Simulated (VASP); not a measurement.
# CaO (Fm-3m) in VASP: a series of runs

CaO is run at these levels: LDA; tasks: single point.

Everything below comes from runs of VASP 6.6.1. Logs are shortened: lines on timing, memory, paths and dates and some standing lists are left out, and cuts for length are marked.

### Step 1. The cell of the first run

It takes space group Fm-3m (No. 225, cubic). The conventional cell has a = 4.562 Å, b = 4.562 Å, c = 4.562 Å, α = 90.00°, β = 90.00°, γ = 90.00°. Ca (site symmetry m-3m) has 6 O at 2.28 Å within 3.0 Å. O (site symmetry m-3m) has 6 Ca at 2.28 Å within 3.0 Å.

### Step 2. Single point, LDA

The input, INCAR:

```
PREC = Accurate
ENCUT = 520
EDIFF = 1E-6
ISMEAR = 0
SIGMA = 0.01
LREAL = False
LASPH = True
NELM = 60
ALGO = Normal
ISIF = 2
LWAVE = False
LCHARG = False
GGA = CA
NBANDS = 15
```

The input, KPOINTS:

```
Automatic mesh
0
Gamma
  8 8 8
```

The input, POSCAR:

```
CaO
1.0
    0.0000000000      2.2808775868      2.2808775868
    2.2808775868      0.0000000000      2.2808775868
    2.2808775868      2.2808775868      0.0000000000
Ca O
1 1
Direct
    0.0000000000      0.0000000000      0.0000000000
    0.5000000000      0.5000000000      0.5000000000
```

Potentials or basis: VASP PAW LDA potentials, release 64 (Ca_sv, O).

Launch:

```sh
> cat potpaw_LDA.64/Ca_sv/POTCAR potpaw_LDA.64/O/POTCAR > POTCAR
> mpirun -np 1 vasp_std > vasp.out
```

OUTCAR:

```text
PREC = Accurate
   ENCUT = 520
   EDIFF = 1E-6
   ISMEAR = 0
   LREAL = False
   LASPH = True
   NELM = 60
   ISIF = 2
   GGA = CA

 ion  position               nearest neighbor table
   1  0.000  0.000  0.000-   2 2.28   2 2.28   2 2.28   2 2.28   2 2.28   2 2.28
   2  0.500  0.500  0.500-   1 2.28   1 2.28   1 2.28   1 2.28   1 2.28   1 2.28

  LATTYP: Found a face centered cubic cell.
 ALAT       =     4.5617551736

  Lattice vectors:

 A1 = (   0.0000000000,   2.2808775868,   2.2808775868)
 A2 = (   2.2808775868,   0.0000000000,   2.2808775868)
 A3 = (   2.2808775868,   2.2808775868,   0.0000000000)

Analysis of symmetry for initial positions (statically):
=====================================================================
 Subroutine PRICEL returns:
 Original cell was already a primitive cell.

 Routine SETGRP: Setting up the symmetry group for a
 face centered cubic supercell.

 Subroutine GETGRP returns: Found 48 space group operations
 (whereof 48 operations were pure point group operations)
 out of a pool of 48 trial point group operations.

The static configuration has the point symmetry O_h .

Analysis of symmetry for dynamics (positions and initial velocities):
=====================================================================
 Subroutine PRICEL returns:
 Original cell was already a primitive cell.

 Routine SETGRP: Setting up the symmetry group for a
 face centered cubic supercell.

 Subroutine GETGRP returns: Found 48 space group operations
 (whereof 48 operations were pure point group operations)
 out of a pool of 48 trial point group operations.

The dynamic configuration has the point symmetry O_h .

 Subroutine INISYM returns: Found 48 space group operations
 (whereof 48 operations are pure point group operations),
 and found     1 'primitive' translations

----------------------------------------------------------------------------------------

                                     Primitive cell

  volume of cell :      23.7321

  direct lattice vectors                    reciprocal lattice vectors
     0.000000000  2.280877587  2.280877587    -0.219213869  0.219213869  0.219213869
     2.280877587  0.000000000  2.280877587     0.219213869 -0.219213869  0.219213869
     2.280877587  2.280877587  0.000000000     0.219213869  0.219213869 -0.219213869

  length of vectors
     3.225648017  3.225648017  3.225648017     0.379689558  0.379689558  0.379689558

  position of ions in fractional coordinates (direct lattice)
     0.000000000  0.000000000  0.000000000
     0.500000000  0.500000000  0.500000000

  ion indices of the primitive-cell ions
   primitive index   ion index
                 1           1
                 2           2

----------------------------------------------------------------------------------------

 KPOINTS: Automatic mesh

Automatic generation of k-mesh.
 Grid dimensions read from file:
 generate k-points for:    8    8    8

 Generating k-lattice:

  Cartesian coordinates                     Fractional coordinates (reciprocal lattice)
    -0.027401734  0.027401734  0.027401734     0.125000000  0.000000000  0.000000000
     0.027401734 -0.027401734  0.027401734     0.000000000  0.125000000  0.000000000
     0.027401734  0.027401734 -0.027401734     0.000000000  0.000000000  0.125000000

  Length of vectors
     0.047461195  0.047461195  0.047461195

  Shift w.r.t. Gamma in fractional coordinates (k-lattice)
     0.000000000  0.000000000  0.000000000

 Subroutine IBZKPT returns following result:
 ===========================================

 Found     29 irreducible k-points:

 Following reciprocal coordinates:
            Coordinates               Weight
  0.000000  0.000000  0.000000      1.000000
  0.125000  0.000000  0.000000      8.000000
  0.250000  0.000000  0.000000      8.000000
  0.375000  0.000000  0.000000      8.000000
  0.500000  0.000000  0.000000      4.000000
  0.125000  0.125000  0.000000      6.000000
[... 16 lines left out ...]
  0.500000  0.250000  0.125000     48.000000
 -0.375000  0.250000  0.125000     24.000000
 [... further k-points ...]
   k-points           NKPTS =     29   k-points in BZ     NKDIM =     29   number of bands    NBANDS=     15
   number of dos      NEDOS =    301   number of ions     NIONS =      2
   total plane-waves  NPLWV =  13824
   dimension x,y,z NGX =    24 NGY =   24 NGZ =   24
   dimension x,y,z NGXF=    48 NGYF=   48 NGZF=   48
   ions per type =               1   1
   NGX,Y,Z   is equivalent  to a cutoff of  12.37, 12.37, 12.37 a.u.
   NGXF,Y,Z  is equivalent  to a cutoff of  24.74, 24.74, 24.74 a.u.
 SYSTEM =  unknown system
   PREC   = accura    normal or accurate (medium, high low for compatibility)
   ISTART =      0    job   : 0-new  1-cont  2-samecut
   ICHARG =      2    charge: 1-file 2-atom 10-const
   ISPIN  =      1    spin polarized calculation?
   LNONCOLLINEAR =      F non collinear calculations
   LSORBIT =      F    spin-orbit coupling
   LASPH  =      T    aspherical Exc in radial PAW
   ENCUT  =  520.0 eV  38.22 Ry    6.18 a.u.   6.00  6.00  6.00*2*pi/ulx,y,z
   NELM   =     60;   NELMIN=  2; NELMDL= -5     # of ELM steps
   EDIFF  = 0.1E-05   stopping-criterion for ELM
   LREAL  =      F    real-space projection
   EDIFFG = 0.1E-04   stopping-criterion for IOM
   NSW    =      0    number of steps for IOM
   IBRION =     -1    ionic relax: 0-MD 1-quasi-New 2-CG
   NFREE  =      0    steps in history (QN), initial steepest desc. (CG)
   ISIF   =      2    stress and relaxation
   ISYM   =      2    0-nonsym 1-usesym 2-fastsym
   POTIM  = 0.5000    time-step for ionic-motion
   TEBEG  =    0.0;   TEEND  =   0.0 temperature during run
   PSTRESS=    0.0 pullay stress
   NELECT =      16.0000    total number of electrons
   NUPDOWN=      -1.0000    fix difference up-down
   EMIN   =  10.00;   EMAX   =-10.00  energy-range for DOS
   EFERMI =   0.00;   METHOD = LEGACY
   ISMEAR =     0;   SIGMA  =   0.01  broadening in eV -4-tet -1-fermi 0-gaus
   EFERMI_NEDOS =   21; number of points for ismear=-14 and -15
   IALGO  =     38    algorithm
   IMIX   =      4    mixing-type and parameters
     AMIX     =   0.40;   BMIX     =  1.00
     AMIX_MAG =   1.60;   BMIX_MAG =  1.00
  volume/ion in A,a.u.               =      11.87        80.08
  Fermi-wavevector in a.u.,A,eV,Ry     =   1.435499  2.712699 28.036940  2.060657
  Thomas-Fermi vector in A             =   2.554791
   LORBIT       =      0    0 simple, 1 ext, 2 COOP (PROOUT), +10 PAW based schemes
   GGA     = CA    functional components
   LHFCALC =     F    Hartree Fock is set to
   AEXX    =    0.0000 exact exchange contribution
   IVDW    =     0    specifies the selected vdW correction
   LEPSILON=     F    determine dielectric tensor
   LRPA    =     F    only Hartree local field effects (RPA)
 non-spin polarized calculation
 Gauss-broadening in eV      SIGMA  =   0.01
  energy-cutoff  :      520.00
  volume of cell :       23.73
 maximum number of plane-waves:       652
   NGX = 11   NGY = 11   NGZ = 11

 number of electron      16.0000010 magnetization

 Free energy of the ion-electron system (eV)
  ---------------------------------------------------
  ext. energy  EPLUGINS =         0.00000000
  ---------------------------------------------------
  free energy    TOTEN  =       -14.09865871 eV

  energy without entropy =      -14.09865871  energy(sigma->0) =      -14.09865871

 E-fermi :   3.0789     XC(G=0): -11.8202

 val. band max:        3.0090306773   @ k =   0.0000   0.0000   0.0000
 cond. band min:       6.3255742232   @ k =   0.5000   0.5000   0.0000
 fundamental gap:      3.3165435459
 Fermi energy:         3.0788878982

 k-point     1 :       0.0000    0.0000    0.0000
  band No.  band energies     occupation
      1     -33.4977      2.00000
      2     -14.3743      2.00000
      3     -14.3743      2.00000
      4     -14.3743      2.00000
      5     -12.5063      2.00000
      6       3.0090      2.00000
      7       3.0090      2.00000
      8       3.0090      2.00000
      9       8.9590      0.00000
     10       9.4434      0.00000
     11       9.4434      0.00000
     12       9.4434      0.00000
     13      11.3076      0.00000
     14      11.3076      0.00000
     15      18.7399      0.00000

 k-point     2 :       0.1250    0.0000    0.0000
  band No.  band energies     occupation
      1     -33.4659      2.00000
      2     -14.8629      2.00000
      3     -14.3866      2.00000
      4     -14.3866      2.00000
      5     -12.0213      2.00000
      6       2.4061      2.00000
      7       2.7206      2.00000
      8       2.7206      2.00000
      9       9.3828      0.00000
     10       9.7035      0.00000
     11       9.7722      0.00000
     12       9.7722      0.00000
     13      11.7957      0.00000
     14      11.7957      0.00000
     15      19.5498      0.00000

 k-point     3 :       0.2500    0.0000    0.0000
  band No.  band energies     occupation
      1     -33.3880      2.00000
      2     -15.6423      2.00000
      3     -14.4157      2.00000
      4     -14.4157      2.00000
      5     -11.2463      2.00000
      6       1.2352      2.00000
      7       2.1187      2.00000
      8       2.1187      2.00000
      9       9.5675      0.00000
     10      10.6409      0.00000
     11      10.6409      0.00000
     12      11.1888      0.00000
     13      12.9493      0.00000
     14      12.9493      0.00000
     15      20.4691      0.00000

 k-point     4 :       0.3750    0.0000    0.0000
  band No.  band energies     occupation
      1     -33.3085      2.00000
      2     -16.2213      2.00000
      3     -14.4441      2.00000
      4     -14.4441      2.00000
      5     -10.6643      2.00000
      6       0.2675      2.00000
      7       1.6081      2.00000
      8       1.6081      2.00000
      9      10.1970      0.00000
     10      11.6714      0.00000
     11      11.6714      0.00000
     12      12.3373      0.00000
     13      14.1841      0.00000
     14      14.1841      0.00000
     15      19.7465      0.00000
[... 307 lines left out ...]
 k-point    22 :       0.3750    0.2500    0.1250
  band No.  band energies     occupation
      1     -33.3314      2.00000
      2     -15.7001      2.00000
      3     -14.6590      2.00000
      4     -14.4792      2.00000
      5     -11.2173      2.00000
      6       0.8758      2.00000
      7       2.0073      2.00000
      8       2.4440      2.00000
      9       8.4435      0.00000
     10      11.2150      0.00000
     11      11.5146      0.00000
     12      12.0023      0.00000
     13      12.9514      0.00000
     14      14.4997      0.00000
     15      21.1226      0.00000

 k-point    23 :       0.5000    0.2500    0.1250
  band No.  band energies     occupation
      1     -33.2684      2.00000
      2     -15.9527      2.00000
      3     -14.7741      2.00000
      4     -14.5463      2.00000
      5     -11.0277      2.00000
      6       0.7074      2.00000
      7       1.6544      2.00000
      8       2.0588      2.00000
      9       9.1041      0.00000
     10      11.3126      0.00000
     11      12.2708      0.00000
     12      12.6416      0.00000
     13      14.1816      0.00000
     14      15.5631      0.00000
     15      19.6689      0.00000

 k-point    24 :      -0.3750    0.2500    0.1250
  band No.  band energies     occupation
      1     -33.2420      2.00000
      2     -16.0535      2.00000
      3     -14.7995      2.00000
      4     -14.5940      2.00000
      5     -10.9579      2.00000
      6       0.6523      2.00000
      7       1.6906      2.00000
      8       1.7103      2.00000
      9      10.2450      0.00000
     10      10.3159      0.00000
     11      12.6478      0.00000
     12      13.1717      0.00000
     13      14.5197      0.00000
     14      16.4050      0.00000
     15      18.8361      0.00000

 [... further k-points ...]

------------------------ aborting loop because EDIFF is reached ----------------------------------------

  FORCE on cell =-STRESS in cart. coord.  units (eV):
  Direction    XX          YY          ZZ          XY          YZ          ZX
  --------------------------------------------------------------------------------------
  -------------------------------------------------------------------------------------
  Total        2.4390575      2.4390575      2.4390575      0.0000000      0.0000000     -0.0000000
  in kB      164.6632524    164.6632524    164.6632524      0.0000000      0.0000000     -0.0000000
  external PRESSURE =     164.6632524 kB  Pullay stress =       0.0000000 kB

 VOLUME and BASIS-vectors are now :
 -----------------------------------------------------------------------------
  energy-cutoff  :      520.00
  volume of cell :       23.73
      direct lattice vectors                 reciprocal lattice vectors
     0.000000000  2.280877587  2.280877587    -0.219213869  0.219213869  0.219213869
     2.280877587  0.000000000  2.280877587     0.219213869 -0.219213869  0.219213869
     2.280877587  2.280877587  0.000000000     0.219213869  0.219213869 -0.219213869

 POSITION                                       TOTAL-FORCE (eV/Angst)
 -----------------------------------------------------------------------------------
      0.00000      0.00000      0.00000        -0.000000      0.000000      0.000000
      2.28088      2.28088      2.28088         0.000000      0.000000     -0.000000
 -----------------------------------------------------------------------------------
    total drift:                                0.000000     -0.000000     -0.000000

  FREE ENERGIE OF THE ION-ELECTRON SYSTEM (eV)
  ---------------------------------------------------
  free  energy   TOTEN  =       -14.0986587095 eV

  energy  without entropy=      -14.0986587095  energy(sigma->0) =      -14.09865871
```

Wall time 7.6 s (1 thread of Intel Xeon Platinum 8375C at 2.90GHz (Ice Lake), shared host); peak memory 0.13 GiB.

What came out:

```yaml
Free_energy: -14.0987 eV
Pressure: 16.5 GPa
Band_gap_on_the_k_mesh: 3.32 eV (least direct gap 3.63 eV)
```

Caveat: the cell stands under pressure. A k mesh can miss the band edges.

[end of part 1 of 2]
